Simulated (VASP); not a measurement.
Set up this calculation in VASP 6.6.1, as the native input.

* Task: single point
* Functional: BLYP
* Potentials or basis: VASP PAW PBE potentials, release 64 (K_sv)
* Cutoff: 520 eV
* k mesh: 6 × 6 × 8
* Occupations: fermi-dirac, width 0.1 eV
* Spin: no spin polarisation
* Dipole correction: no
* Further INCAR settings: ALGO = Normal; EDIFF = 1e-06; NBANDS = 20

The structure of K lies in POSCAR:

```
K
1.0
    7.6251699192      0.0000000000      0.0000000000
   -3.8125849596      6.6035908582      0.0000000000
    0.0000000000      0.0000000000      4.5627453971
K
3
Direct
    0.0000000000      0.0000000000      1.0000000000
    0.3333333333      0.6666666667      0.5000000000
    0.6666666667      0.3333333333      0.5000000000
```

This isn't the form of K at room conditions, which is bcc.

The input as run:

INCAR

```
  PREC = Accurate
  ENCUT = 520
  EDIFF = 1E-6
  ISMEAR = -1
  SIGMA = 0.1
  LREAL = False
  LASPH = True
  NELM = 100
  ALGO = Normal
  ISIF = 2
  LWAVE = False
  LCHARG = True
  GGA = B5
  ALDAX = 1.0
  AGGAX = 1.0
  AGGAC = 1.0
  ALDAC = 0.0
  LELF = True
  LVHAR = True
  NBANDS = 20
```

KPOINTS

```
regular mesh
0
Gamma
  6 6 8
```

Potentials or basis: VASP PAW PBE potentials, release 64 (K_sv).

Run with:

```bash
$ cat potpaw_PBE.64/K_sv/POTCAR > POTCAR
$ mpirun -np 1 vasp_std > vasp.out
```

Results of the run:

```yaml
Pressure: 0.0 GPa
Band_gap_on_the_k_mesh: zero (an odd number of electrons rules out a gap without spin polarisation)
```

Caveat: the PAW data sets were made with another functional, which shifts forces and pressure a little.

It took 4.7 min on 1 thread of Oxide Virtual Turin-like Processor, with other jobs on the host, peak memory 0.37 GiB.
